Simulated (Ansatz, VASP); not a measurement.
# Two plane-wave programs on CsSi2

```
CELL_PARAMETERS angstrom
0.00000 3.32700 3.32700
3.32700 0.00000 3.32700
3.32700 3.32700 0.00000
ATOMIC_POSITIONS crystal
Cs 0.00000 0.00000 0.00000
Si 0.25000 0.25000 0.25000
Si 0.75000 0.75000 0.75000
```

Alike in both runs: task relaxation of cell and atoms; functional PBE; k mesh 4 × 4 × 4; occupations gaussian, width 0.1 eV; no spin polarisation.

|  | VASP | Ansatz |
| --- | --- | --- |
| version | VASP 6.6.1 | Ansatz 0.2.0 |
| potentials or method | VASP PAW PBE potentials, release 64 (Cs_sv, Si), cutoff 600 eV | scalar-relativistic, plane waves, PAW |
| valence electrons in the cell | 17 | 17 |

```csv
,VASP,Ansatz,Ansatz less VASP
"gap on the k mesh at the Fermi level, each at its own relaxed structure (eV)",none,none,-
relaxed volume (Å³/atom),35.55,34.63,-0.920
relaxed length of the cell vector where the two differ most in proportion (Å),5.323,5.277,-0.0463
```

A gap of «none» marks a metal or a gap that the smearing closes.

The k mesh is coarse, so the values compare programs but aren't converged. Spin-orbit coupling is off throughout. Noted on VASP's run: the volume moved by over 15 % at a fixed basis, so the end points are rough.
